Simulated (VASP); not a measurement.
Crystal: SnGe5Se6.

```
Sn Ge Se
1.0
     4.10758    0.00000    0.00000
    -2.05379    3.55727    0.00000
     0.00000    0.00000   20.12294
Sn Ge Se
1 5 6
Direct
  0.00000 0.00000 0.50000
  0.00000 0.00000 0.00000
  0.33333 0.66667 0.83333
  0.66667 0.33333 0.66667
  0.33333 0.66667 0.33333
  0.66667 0.33333 0.16667
  0.66667 0.33333 0.91667
  0.00000 0.00000 0.75000
  0.33333 0.66667 0.58333
  0.66667 0.33333 0.41667
  0.00000 0.00000 0.25000
  0.33333 0.66667 0.08333
```

* Program: VASP 6.6.1
* Task: relaxation of cell and atoms
* Functional: PBE
* Potentials or basis: VASP PAW PBE potentials, release 64 (Sn_d, Ge_d, Se)
* Cutoff: 600 eV
* k mesh: 6 × 6 × 1
* Occupations: gaussian, width 0.1 eV
* Spin: no spin polarisation

At the start: pressure -1.9 GPa; volume 24.50 Å³/atom.

**Question.** Where does the relaxation end?

**Answer.** Over 15 steps the energy falls by 21.1 meV/atom and the volume is 23.55 Å³/atom (-3.9 %); space group P-3m1 (No. 164, to 0.1 Å) before and after.

The path:
| step | energy change (eV) | largest force (eV/Å) | pressure (GPa) | volume (Å³) |
| --- | --- | --- | --- | --- |
| 1 | 0.0000 | 0.7196 | -1.87 | 294.03 |
| 2 | -0.1176 | 0.6035 | 0.15 | 282.03 |
| 3 | -0.1209 | 0.5780 | 0.56 | 279.73 |
| 4 | -0.1641 | 0.3684 | 0.45 | 280.38 |
| 5 | -0.2048 | 0.2480 | 0.07 | 281.82 |
| 6 | -0.2181 | 0.1684 | -0.08 | 282.58 |
| 7 | -0.2284 | 0.1508 | -0.40 | 284.10 |
| 8 | -0.2369 | 0.1546 | -0.06 | 281.91 |
| 9 | -0.2384 | 0.1579 | 0.21 | 280.38 |
| 10 | -0.2453 | 0.1044 | 0.15 | 280.69 |
| 11 | -0.2501 | 0.0959 | 0.11 | 281.09 |
| 12 | -0.2459 | 0.1691 | -0.06 | 281.90 |
| 13 | -0.2507 | 0.1157 | 0.04 | 281.31 |
| 14 | -0.2530 | 0.0654 | -0.02 | 281.93 |
| 15 | -0.2536 | 0.0104 | -0.16 | 282.61 |

Final structure:
```yaml
crystal:
  lattice:
    - [4.03955, 0.00000, 0.00000]
    - [-2.01978, 3.49835, 0.00000]
    - [0.00000, 0.00000, 19.99789]
  atoms:
    - { symbol: Sn, position: [0.00000, 0.00000, 0.50000] }
    - { symbol: Ge, position: [0.00000, 0.00000, 0.00000] }
    - { symbol: Ge, position: [0.33333, 0.66667, 0.83698] }
    - { symbol: Ge, position: [0.66667, 0.33333, 0.67452] }
    - { symbol: Ge, position: [0.33333, 0.66667, 0.32548] }
    - { symbol: Ge, position: [0.66667, 0.33333, 0.16302] }
    - { symbol: Se, position: [0.66667, 0.33333, 0.91854] }
    - { symbol: Se, position: [0.00000, 0.00000, 0.75607] }
    - { symbol: Se, position: [0.33333, 0.66667, 0.59406] }
    - { symbol: Se, position: [0.66667, 0.33333, 0.40594] }
    - { symbol: Se, position: [0.00000, 0.00000, 0.24393] }
    - { symbol: Se, position: [0.33333, 0.66667, 0.08146] }
```
